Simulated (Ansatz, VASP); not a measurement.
CaS: VASP beside Ansatz

Contents of INCAR:

```
AGGAC    = 1.0          
AGGAX    = 1.0          
ALDAC    = 0.0          
ALDAX    = 1.0          
ALGO     = Normal         # electronic algorithm
EDIFF    = 1E-6           # SCF threshold, eV
ENCUT    = 500            # plane-wave cutoff, eV
GGA      = B5             # functional
GGA_COMPAT= False        
ISIF     = 2              # what is computed and relaxed
ISMEAR   = 0              # smearing method
IVDW     = 12             # dispersion correction
LASPH    = True           # aspherical terms in the spheres
LCHARG   = False          # write CHGCAR
LREAL    = False          # projectors in reciprocal space
LWAVE    = False          # write WAVECAR
NBANDS   = 15             # bands
NELM     = 120            # most SCF steps
PREC     = Accurate       # precision mode
SIGMA    = 0.05           # smearing width, eV
VDW_A1   = 0.4298       
VDW_A2   = 4.2359       
VDW_S6   = 1.0          
VDW_S8   = 2.6996
```

The input KPOINTS:

```
k-points
0
Gamma
  8 8 8
```

Contents of POSCAR:

```
CaS
1.0
    0.0000000000      2.7667074503      2.7667074503
    2.7667074503      0.0000000000      2.7667074503
    2.7667074503      2.7667074503      0.0000000000
Ca S
1 1
Direct
    0.5000000000      0.5000000000      0.5000000000
    0.0000000000      0.0000000000      0.0000000000
```

Input for Ansatz:

```yaml
crystal:
  lattice:
    - [0.0, 2.7667074503, 2.7667074503]
    - [2.7667074503, 0.0, 2.7667074503]
    - [2.7667074503, 2.7667074503, 0.0]
  atoms:
    - { symbol: Ca, position: [0.5, 0.5, 0.5] }
    - { symbol: S, position: [0.0, 0.0, 0.0] }
basis:
  ecutwfc: 420
  ecutrho_ratio: 4
kpoints:
  mp_grid: { grid: [8, 8, 8] }
hamiltonian:
  xc: blyp
  dispersion: d3bj
scf:
  occupations: { method: gaussian, width: 0.05 }
output:
  forces: true
  stress: true
  eigenvalues: true
```

Alike in both runs: task single point; functional BLYP; dispersion D3(BJ); k mesh 8 × 8 × 8; occupations gaussian, width 0.05 eV; no spin polarisation.

```csv
,VASP,Ansatz
version,VASP 6.6.1,Ansatz 0.2.0
potentials or method,"VASP PAW PBE potentials, release 64 (Ca_sv, S), cutoff 500 eV","scalar-relativistic, plane waves, PAW"
valence electrons in the cell,16,16
```

|  | VASP | Ansatz | Ansatz less VASP |
| --- | --- | --- | --- |
| gap on the k mesh at the Fermi level (eV) | 2.24 | 2.25 | +0.010 |
| least direct gap on the mesh (eV) | 3.09 | 3.10 | +0.010 |
| pressure (GPa) | 3.1 | 2.8 | -0.22 |

VASP's potentials were made for PBE, not for BLYP.
